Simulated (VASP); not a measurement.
# HfN (Fm-3m) in VASP: further runs

Runs on HfN. Level: PBE. Tasks: single point.

Program: VASP 6.6.1. These are calculated values, not measurements. Logs are shortened: lines on timing, memory, paths and dates and some standing lists are left out, and cuts for length are marked.

## Step 1: The cell of the first run

Symmetry: Fm-3m, No. 225, cubic system. Conventional cell: a = 4.512 Å, b = 4.512 Å, c = 4.512 Å, α = 90.00°, β = 90.00°, γ = 90.00°. Within 3.0 Å of Hf (site symmetry m-3m) lie 6 N at 2.26 Å. Within 3.0 Å of N (site symmetry m-3m) lie 6 Hf at 2.26 Å.

## Step 2: Single point, PBE

INCAR reads:

```
PREC = Accurate
ENCUT = 600
EDIFF = 1E-6
ISMEAR = 0
SIGMA = 0.025
LREAL = False
LASPH = True
NELM = 120
ALGO = Normal
ISIF = 2
LWAVE = False
LCHARG = False
GGA = PE
NBANDS = 14
GGA_COMPAT = False
```

KPOINTS reads:

```
regular mesh
0
Gamma
  10 10 10
```

POSCAR reads:

```
HfN
1.0
    0.0000000000      2.2560000000      2.2560000000
    2.2560000000      0.0000000000      2.2560000000
    2.2560000000      2.2560000000      0.0000000000
Hf N
1 1
Direct
    0.0000000000      0.0000000000      0.0000000000
    0.5000000000      0.5000000000      0.5000000000
```

Potentials or basis: VASP PAW PBE potentials, release 64 (Hf_pv, N).

Run with:

```bash
cat potpaw_PBE.64/Hf_pv/POTCAR potpaw_PBE.64/N/POTCAR > POTCAR
mpirun -np 1 vasp_std > vasp.out
```

OUTCAR:

```text
PREC = Accurate
   ENCUT = 600
   EDIFF = 1E-6
   ISMEAR = 0
   LREAL = False
   LASPH = True
   NELM = 120
   ISIF = 2
   GGA = PE

 ion  position               nearest neighbor table
   1  0.000  0.000  0.000-   2 2.26   2 2.26   2 2.26   2 2.26   2 2.26   2 2.26
   2  0.500  0.500  0.500-   1 2.26   1 2.26   1 2.26   1 2.26   1 2.26   1 2.26

  LATTYP: Found a face centered cubic cell.
 ALAT       =     4.5120000000

  Lattice vectors:

 A1 = (   0.0000000000,   2.2560000000,   2.2560000000)
 A2 = (   2.2560000000,   0.0000000000,   2.2560000000)
 A3 = (   2.2560000000,   2.2560000000,   0.0000000000)

Analysis of symmetry for initial positions (statically):
=====================================================================
 Subroutine PRICEL returns:
 Original cell was already a primitive cell.

 Routine SETGRP: Setting up the symmetry group for a
 face centered cubic supercell.

 Subroutine GETGRP returns: Found 48 space group operations
 (whereof 48 operations were pure point group operations)
 out of a pool of 48 trial point group operations.

The static configuration has the point symmetry O_h .

Analysis of symmetry for dynamics (positions and initial velocities):
=====================================================================
 Subroutine PRICEL returns:
 Original cell was already a primitive cell.

 Routine SETGRP: Setting up the symmetry group for a
 face centered cubic supercell.

 Subroutine GETGRP returns: Found 48 space group operations
 (whereof 48 operations were pure point group operations)
 out of a pool of 48 trial point group operations.

The dynamic configuration has the point symmetry O_h .

 Subroutine INISYM returns: Found 48 space group operations
 (whereof 48 operations are pure point group operations),
 and found     1 'primitive' translations

----------------------------------------------------------------------------------------

                                     Primitive cell

  volume of cell :      22.9640

  direct lattice vectors                    reciprocal lattice vectors
     0.000000000  2.256000000  2.256000000    -0.221631206  0.221631206  0.221631206
     2.256000000  0.000000000  2.256000000     0.221631206 -0.221631206  0.221631206
     2.256000000  2.256000000  0.000000000     0.221631206  0.221631206 -0.221631206

  length of vectors
     3.190465797  3.190465797  3.190465797     0.383876509  0.383876509  0.383876509

  position of ions in fractional coordinates (direct lattice)
     0.000000000  0.000000000  0.000000000
     0.500000000  0.500000000  0.500000000

  ion indices of the primitive-cell ions
   primitive index   ion index
                 1           1
                 2           2

----------------------------------------------------------------------------------------

 KPOINTS: regular mesh

Automatic generation of k-mesh.
 Grid dimensions read from file:
 generate k-points for:   10   10   10

 Generating k-lattice:

  Cartesian coordinates                     Fractional coordinates (reciprocal lattice)
    -0.022163121  0.022163121  0.022163121     0.100000000  0.000000000  0.000000000
     0.022163121 -0.022163121  0.022163121     0.000000000  0.100000000  0.000000000
     0.022163121  0.022163121 -0.022163121     0.000000000  0.000000000  0.100000000

  Length of vectors
     0.038387651  0.038387651  0.038387651

  Shift w.r.t. Gamma in fractional coordinates (k-lattice)
     0.000000000  0.000000000  0.000000000

 Subroutine IBZKPT returns following result:
 ===========================================

 Found     47 irreducible k-points:

 Following reciprocal coordinates:
            Coordinates               Weight
  0.000000  0.000000  0.000000      1.000000
  0.100000  0.000000  0.000000      8.000000
  0.200000  0.000000  0.000000      8.000000
  0.300000  0.000000  0.000000      8.000000
  0.400000  0.000000  0.000000      8.000000
  0.500000  0.000000  0.000000      4.000000
[... 16 lines left out ...]
  0.300000  0.300000  0.000000      6.000000
  0.400000  0.300000  0.000000     24.000000
 [... further k-points ...]
   k-points           NKPTS =     47   k-points in BZ     NKDIM =     47   number of bands    NBANDS=     14
   number of dos      NEDOS =    301   number of ions     NIONS =      2
   total plane-waves  NPLWV =  21952
   dimension x,y,z NGX =    28 NGY =   28 NGZ =   28
   dimension x,y,z NGXF=    56 NGYF=   56 NGZF=   56
   ions per type =               1   1
   NGX,Y,Z   is equivalent  to a cutoff of  14.59, 14.59, 14.59 a.u.
   NGXF,Y,Z  is equivalent  to a cutoff of  29.18, 29.18, 29.18 a.u.
 SYSTEM =  unknown system
   PREC   = accura    normal or accurate (medium, high low for compatibility)
   ISTART =      0    job   : 0-new  1-cont  2-samecut
   ICHARG =      2    charge: 1-file 2-atom 10-const
   ISPIN  =      1    spin polarized calculation?
   LNONCOLLINEAR =      F non collinear calculations
   LSORBIT =      F    spin-orbit coupling
   LASPH  =      T    aspherical Exc in radial PAW
   ENCUT  =  600.0 eV  44.10 Ry    6.64 a.u.   6.37  6.37  6.37*2*pi/ulx,y,z
   NELM   =    120;   NELMIN=  2; NELMDL= -5     # of ELM steps
   EDIFF  = 0.1E-05   stopping-criterion for ELM
   LREAL  =      F    real-space projection
   EDIFFG = 0.1E-04   stopping-criterion for IOM
   NSW    =      0    number of steps for IOM
   IBRION =     -1    ionic relax: 0-MD 1-quasi-New 2-CG
   NFREE  =      0    steps in history (QN), initial steepest desc. (CG)
   ISIF   =      2    stress and relaxation
   ISYM   =      2    0-nonsym 1-usesym 2-fastsym
   POTIM  = 0.5000    time-step for ionic-motion
   TEBEG  =    0.0;   TEEND  =   0.0 temperature during run
   PSTRESS=    0.0 pullay stress
   NELECT =      15.0000    total number of electrons
   NUPDOWN=      -1.0000    fix difference up-down
   EMIN   =  10.00;   EMAX   =-10.00  energy-range for DOS
   EFERMI =   0.00;   METHOD = LEGACY
   ISMEAR =     0;   SIGMA  =   0.03  broadening in eV -4-tet -1-fermi 0-gaus
   EFERMI_NEDOS =   21; number of points for ismear=-14 and -15
   IALGO  =     38    algorithm
   IMIX   =      4    mixing-type and parameters
     AMIX     =   0.40;   BMIX     =  1.00
     AMIX_MAG =   1.60;   BMIX_MAG =  1.00
  volume/ion in A,a.u.               =      11.48        77.48
  Fermi-wavevector in a.u.,A,eV,Ry     =   1.420440  2.684242 27.451783  2.017649
  Thomas-Fermi vector in A             =   2.541355
   LORBIT       =      0    0 simple, 1 ext, 2 COOP (PROOUT), +10 PAW based schemes
   GGA     = PE    functional components
   LHFCALC =     F    Hartree Fock is set to
   AEXX    =    0.0000 exact exchange contribution
   IVDW    =     0    specifies the selected vdW correction
   LEPSILON=     F    determine dielectric tensor
   LRPA    =     F    only Hartree local field effects (RPA)
 non-spin polarized calculation
 Gauss-broadening in eV      SIGMA  =   0.03
  energy-cutoff  :      600.00
  volume of cell :       22.96
 maximum number of plane-waves:       785
 NGX is ok and might be reduce to    28
   NGX = 13   NGY = 13   NGZ = 13

 number of electron      15.0000002 magnetization

 Free energy of the ion-electron system (eV)
  ---------------------------------------------------
  ext. energy  EPLUGINS =         0.00000000
  ---------------------------------------------------
  free energy    TOTEN  =       -21.74727923 eV

  energy without entropy =      -21.74713214  energy(sigma->0) =      -21.74720568

 E-fermi :   8.4551     XC(G=0): -12.7533

 val. band max:        8.4152510964   @ k =  -0.4000   0.3000   0.0000
 cond. band min:       8.4706180434   @ k =  -0.1000   0.1000   0.0000
 fundamental gap:      0.0553669470
 Fermi energy:         8.4551215149

 k-point     1 :       0.0000    0.0000    0.0000
  band No.  band energies     occupation
      1     -22.7096      2.00000
      2     -22.7096      2.00000
      3     -22.7096      2.00000
      4      -9.1194      2.00000
      5       5.3807      2.00000
      6       5.3807      2.00000
      7       5.3807      2.00000
      8       8.0745      2.00000
      9       8.0745      2.00000
     10       8.0745      2.00000
     11      10.2531      0.00000
     12      10.4022      0.00000
     13      10.4022      0.00000
     14      17.9965      0.00000

 k-point     2 :       0.1000    0.0000    0.0000
  band No.  band energies     occupation
      1     -22.8117      2.00000
      2     -22.7181      2.00000
      3     -22.7181      2.00000
      4      -8.8897      2.00000
      5       4.4603      2.00000
      6       4.8375      2.00000
      7       4.8375      2.00000
      8       8.2999      2.00000
      9       8.4015      1.99760
     10       8.4015      1.99760
     11      10.9541      0.00000
     12      11.1413      0.00000
     13      11.1413      0.00000
     14      18.7659      0.00000

 k-point     3 :       0.2000    0.0000    0.0000
  band No.  band energies     occupation
      1     -23.0683      2.00000
      2     -22.7402      2.00000
      3     -22.7402      2.00000
      4      -8.2728      2.00000
      5       2.7873      2.00000
      6       3.8428      2.00000
      7       3.8428      2.00000
      8       8.6843      0.00000
      9       9.2191      0.00000
     10       9.2191      0.00000
     11      12.4046      0.00000
     12      12.8124      0.00000
     13      12.8124      0.00000
     14      20.5944      0.00000

 k-point     4 :       0.3000    0.0000    0.0000
  band No.  band energies     occupation
      1     -23.3671      2.00000
      2     -22.7672      2.00000
      3     -22.7672      2.00000
      4      -7.4544      2.00000
      5       1.1827      2.00000
      6       2.9703      2.00000
      7       2.9703      2.00000
      8       9.4139      0.00000
      9      10.3784      0.00000
     10      10.3784      0.00000
     11      13.6400      0.00000
     12      14.7338      0.00000
     13      14.7338      0.00000
     14      20.6463      0.00000

 k-point     5 :       0.4000    0.0000    0.0000
  band No.  band energies     occupation
      1     -23.5960      2.00000
      2     -22.7889      2.00000
      3     -22.7889      2.00000
      4      -6.7028      2.00000
      5      -0.0203      2.00000
      6       2.4058      2.00000
      7       2.4058      2.00000
      8      10.6034      0.00000
      9      11.5779      0.00000
     10      11.5779      0.00000
     11      13.7081      0.00000
[... 276 lines left out ...]
 k-point    22 :      -0.2000    0.2000    0.0000
  band No.  band energies     occupation
      1     -23.3127      2.00000
      2     -22.9507      2.00000
      3     -22.7564      2.00000
      4      -7.4002      2.00000
      5       1.1225      2.00000
      6       2.7129      2.00000
      7       3.4436      2.00000
      8       9.4961      0.00000
      9       9.7779      0.00000
     10      11.7165      0.00000
     11      12.1236      0.00000
     12      15.0424      0.00000
     13      16.2005      0.00000
     14      20.6423      0.00000

 k-point    23 :       0.3000    0.3000    0.0000
  band No.  band energies     occupation
      1     -23.2823      2.00000
      2     -22.9151      2.00000
      3     -22.9151      2.00000
      4      -7.8289      2.00000
      5       1.5859      2.00000
      6       4.5383      2.00000
      7       4.5383      2.00000
      8       5.4986      2.00000
      9      11.6914      0.00000
     10      12.2029      0.00000
     11      12.5354      0.00000
     12      12.5354      0.00000
     13      17.4479      0.00000
     14      20.6482      0.00000

 k-point    24 :       0.4000    0.3000    0.0000
  band No.  band energies     occupation
      1     -23.3922      2.00000
      2     -22.9768      2.00000
      3     -22.9474      2.00000
      4      -7.7192      2.00000
      5       1.8027      2.00000
      6       3.7943      2.00000
      7       4.2782      2.00000
      8       5.9383      2.00000
      9      12.5285      0.00000
     10      13.0212      0.00000
     11      13.1934      0.00000
     12      13.2679      0.00000
     13      17.6127      0.00000
     14      19.8103      0.00000

 [... further k-points ...]
[... 5 lines left out ...]
  --------------------------------------------------------------------------------------
  -------------------------------------------------------------------------------------
  Total        0.5859787      0.5859787      0.5859787     -0.0000000     -0.0000000     -0.0000000
  in kB       40.8832208     40.8832208     40.8832208     -0.0000000     -0.0000000     -0.0000000
  external PRESSURE =      40.8832208 kB  Pullay stress =       0.0000000 kB

 VOLUME and BASIS-vectors are now :
 -----------------------------------------------------------------------------
  energy-cutoff  :      600.00
  volume of cell :       22.96
      direct lattice vectors                 reciprocal lattice vectors
     0.000000000  2.256000000  2.256000000    -0.221631206  0.221631206  0.221631206
     2.256000000  0.000000000  2.256000000     0.221631206 -0.221631206  0.221631206
     2.256000000  2.256000000  0.000000000     0.221631206  0.221631206 -0.221631206

 POSITION                                       TOTAL-FORCE (eV/Angst)
 -----------------------------------------------------------------------------------
      0.00000      0.00000      0.00000         0.000000      0.000000      0.000000
      2.25600      2.25600      2.25600         0.000000      0.000000     -0.000000
 -----------------------------------------------------------------------------------
    total drift:                                0.000000      0.000000      0.000000

  FREE ENERGIE OF THE ION-ELECTRON SYSTEM (eV)
  ---------------------------------------------------
  free  energy   TOTEN  =       -21.7472792257 eV

  energy  without entropy=      -21.7471321429  energy(sigma->0) =      -21.74720568
```

Wall time 12 s (1 thread of Intel Xeon 6975P-C (Granite Rapids), shared host); peak memory 0.17 GiB.

Results:

| Quantity | Value |
| --- | --- |
| Free energy | -21.7473 eV |
| Pressure | 4.1 GPa |
| Band gap on the k mesh | zero (an odd number of electrons rules out a gap without spin polarisation) |

Levels at points of the mesh, in eV from the Fermi level:
| k point | band 6 | band 7 | band 8 | band 9 | band 10 | band 11 |
| --- | --- | --- | --- | --- | --- | --- |
| (0.00, 0.00, 0.00) | -3.07 | -3.07 | -0.38 | -0.38 | -0.38 | 1.80 |
| (0.50, 0.00, 0.00) | -6.24 | -6.24 | 3.26 | 3.69 | 3.69 | 4.41 |
| (0.50, 0.50, 0.00) | -3.86 | -3.74 | -3.74 | 4.09 | 5.53 | 5.53 |

Caveat: the cell stands under pressure; spin-orbit coupling is left out, which moves the levels of the heavy elements.

## Step 3: Single point, PBE

INCAR reads:

```
PREC     = Accurate       # precision mode
ENCUT    = 600            # plane-wave cutoff, eV
EDIFF    = 1E-6           # SCF threshold, eV
ISMEAR   = 0              # smearing method
SIGMA    = 0.026000000000000002 # smearing width, eV
LREAL    = False          # projectors in reciprocal space
LASPH    = True           # aspherical terms in the spheres
NELM     = 120            # most SCF steps
ALGO     = Normal         # electronic algorithm
ISIF     = 2              # what is computed and relaxed
LWAVE    = False          # write WAVECAR
LCHARG   = False          # write CHGCAR
GGA      = PE             # functional
NBANDS   = 14             # bands
GGA_COMPAT= False
```

KPOINTS is that of step 2.

POSCAR is that of step 2.

Potentials or basis: VASP PAW PBE potentials, release 64 (Hf_pv, N).

Run with:

```bash
cat potpaw_PBE.64/Hf_pv/POTCAR potpaw_PBE.64/N/POTCAR > POTCAR
mpirun -np 1 vasp_std > vasp.out
```

OUTCAR:

```text
PREC = Accurate
   ENCUT = 600
   EDIFF = 1E-6
   ISMEAR = 0
   LREAL = False
   LASPH = True
   NELM = 120
   ISIF = 2
   GGA = PE

 ion  position               nearest neighbor table
   1  0.000  0.000  0.000-   2 2.26   2 2.26   2 2.26   2 2.26   2 2.26   2 2.26
   2  0.500  0.500  0.500-   1 2.26   1 2.26   1 2.26   1 2.26   1 2.26   1 2.26

  LATTYP: Found a face centered cubic cell.
 ALAT       =     4.5120000000

  Lattice vectors:

 A1 = (   0.0000000000,   2.2560000000,   2.2560000000)
 A2 = (   2.2560000000,   0.0000000000,   2.2560000000)
 A3 = (   2.2560000000,   2.2560000000,   0.0000000000)

Analysis of symmetry for initial positions (statically):
=====================================================================
 Subroutine PRICEL returns:
 Original cell was already a primitive cell.

 Routine SETGRP: Setting up the symmetry group for a
 face centered cubic supercell.

 Subroutine GETGRP returns: Found 48 space group operations
 (whereof 48 operations were pure point group operations)
 out of a pool of 48 trial point group operations.

The static configuration has the point symmetry O_h .

Analysis of symmetry for dynamics (positions and initial velocities):
[... 169 lines left out ...]
      1     -22.7096      2.00000
      2     -22.7096      2.00000
      3     -22.7096      2.00000
      4      -9.1194      2.00000
      5       5.3807      2.00000
      6       5.3807      2.00000
      7       5.3807      2.00000
      8       8.0745      2.00000
      9       8.0745      2.00000
     10       8.0745      2.00000
     11      10.2531      0.00000
     12      10.4022      0.00000
     13      10.4022      0.00000
     14      17.9965      0.00000
[... 377 lines left out ...]
      1     -23.3922      2.00000
      2     -22.9768      2.00000
      3     -22.9474      2.00000
      4      -7.7192      2.00000
      5       1.8027      2.00000
      6       3.7943      2.00000
      7       4.2782      2.00000
      8       5.9383      2.00000
      9      12.5285      0.00000
     10      13.0212      0.00000
     11      13.1934      0.00000
     12      13.2679      0.00000
     13      17.6127      0.00000
     14      19.8103      0.00000

 [... further k-points ...]
[... 5 lines left out ...]
  --------------------------------------------------------------------------------------
  -------------------------------------------------------------------------------------
  Total        0.5859735      0.5859735      0.5859735     -0.0000000      0.0000000      0.0000000
  in kB       40.8828608     40.8828608     40.8828608     -0.0000000      0.0000000      0.0000000
  external PRESSURE =      40.8828608 kB  Pullay stress =       0.0000000 kB

 VOLUME and BASIS-vectors are now :
 -----------------------------------------------------------------------------
  energy-cutoff  :      600.00
  volume of cell :       22.96
      direct lattice vectors                 reciprocal lattice vectors
     0.000000000  2.256000000  2.256000000    -0.221631206  0.221631206  0.221631206
     2.256000000  0.000000000  2.256000000     0.221631206 -0.221631206  0.221631206
     2.256000000  2.256000000  0.000000000     0.221631206  0.221631206 -0.221631206

 POSITION                                       TOTAL-FORCE (eV/Angst)
 -----------------------------------------------------------------------------------
      0.00000      0.00000      0.00000         0.000000     -0.000000      0.000000
      2.25600      2.25600      2.25600        -0.000000      0.000000     -0.000000
 -----------------------------------------------------------------------------------
    total drift:                                0.000000      0.000000      0.000000

  FREE ENERGIE OF THE ION-ELECTRON SYSTEM (eV)
  ---------------------------------------------------
  free  energy   TOTEN  =       -21.7472853201 eV

  energy  without entropy=      -21.7471209169  energy(sigma->0) =      -21.74720312
```

It took 10 s on 1 thread of Intel Xeon 6975P-C (Granite Rapids), shared host; peak memory 0.17 GiB.

Results:

```yaml
Free_energy: -21.7473 eV
Pressure: 4.1 GPa
Band_gap_on_the_k_mesh: zero (an odd number of electrons rules out a gap without spin polarisation)
```

Levels at points of the mesh, in eV from the Fermi level:
```tsv
k point	band 5	band 6	band 7	band 8	band 9	band 10	band 11	band 12
(0.00, 0.00, 0.00)	-3.07	-3.07	-3.07	-0.38	-0.38	-0.38	1.80	1.95
(0.50, 0.00, 0.00)	-8.95	-6.24	-6.24	3.26	3.69	3.69	4.41	8.85
(0.50, 0.50, 0.00)	-5.45	-3.86	-3.74	-3.74	4.09	5.53	5.53	5.60
```

Caveat: the cell stands under pressure; spin-orbit coupling is left out, which moves the levels of the heavy elements.

The gap in the log of VASP goes by the Fermi energy; the results here count the filled bands.